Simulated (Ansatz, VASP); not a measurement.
# Two plane-wave programs on Sb

Contents of POSCAR:

```
Sb
1.0
    3.1600000000      0.0000000000      0.0000000000
    0.0000000000      3.1600000000      0.0000000000
    0.0000000000      0.0000000000      3.1600000000
Sb
1
Direct
    0.0000000000      0.0000000000      0.0000000000
```

INCAR.step1

```
PREC = Accurate ; ENCUT = 440
EDIFF = 1E-5 ; ISMEAR = -1
SIGMA = 0.05 ; LREAL = False
LASPH = True ; NELM = 120
ALGO = Normal ; ISIF = 2
LWAVE = True ; LCHARG = False
NBANDS = 14 ; GGA = PE
GGA_COMPAT = False
```

INCAR.step2

```
PREC = Accurate ; ENCUT = 440
EDIFF = 1E-6 ; ISMEAR = -1
SIGMA = 0.05 ; LREAL = False
LASPH = True ; NELM = 120
ALGO = Normal ; ISIF = 2
LWAVE = False ; LCHARG = False
METAGGA = R2SCAN ; LHFCALC = True
AEXX = 0.5 ; LMIXTAU = True
PRECFOCK = Normal ; NBANDS = 14
ISTART = 1 ; GGA_COMPAT = False
```

The input KPOINTS:

```
Automatic mesh
0
Gamma
  4 4 4
```

Contents of input:

```
crystal:
  lattice:
    - [3.16, 0.0, 0.0]
    - [0.0, 3.16, 0.0]
    - [0.0, 0.0, 3.16]
  atoms:
    - { symbol: Sb, position: [0.0, 0.0, 0.0] }
hamiltonian:
  xc: r2scan50
  pseudopotentials: { kind: paw }
kpoints:
  mp_grid: { grid: [4, 4, 4] }
scf:
  occupations: { method: fermi_dirac, width: 0.05 }
output:
  forces: true
  stress: true
  eigenvalues: true
  write_density: true
  write_potential: true
  elf: true
  volumetric_format: npy
```

Alike in both runs: task single point; functional r2SCAN50; k mesh 4 × 4 × 4; occupations fermi-dirac, width 0.05 eV; no spin polarisation.

|  | VASP | Ansatz |
| --- | --- | --- |
| version | VASP 6.6.1 | Ansatz 0.2.0 |
| potentials or method | VASP PAW PBE potentials, release 64 (Sb_d_GW) | Ansatz PAW |
| plane-wave cutoff (eV) | 440 | 500 |
| valence electrons in the cell | 15 | 15 |

```tsv
	VASP	Ansatz	Ansatz less VASP
gap on the k mesh at the Fermi level (eV)	none	none	-
pressure (GPa)	-8.1	-7.9	+0.18
```

VASP's potentials were made for PBE, not for r2SCAN50. A gap of «none» marks a metal or a gap that the smearing closes. With one functional, cell and mesh, what is left measures potentials, basis and numerics.

The k mesh is coarse, so the values compare programs but aren't converged. Spin-orbit coupling is off throughout.
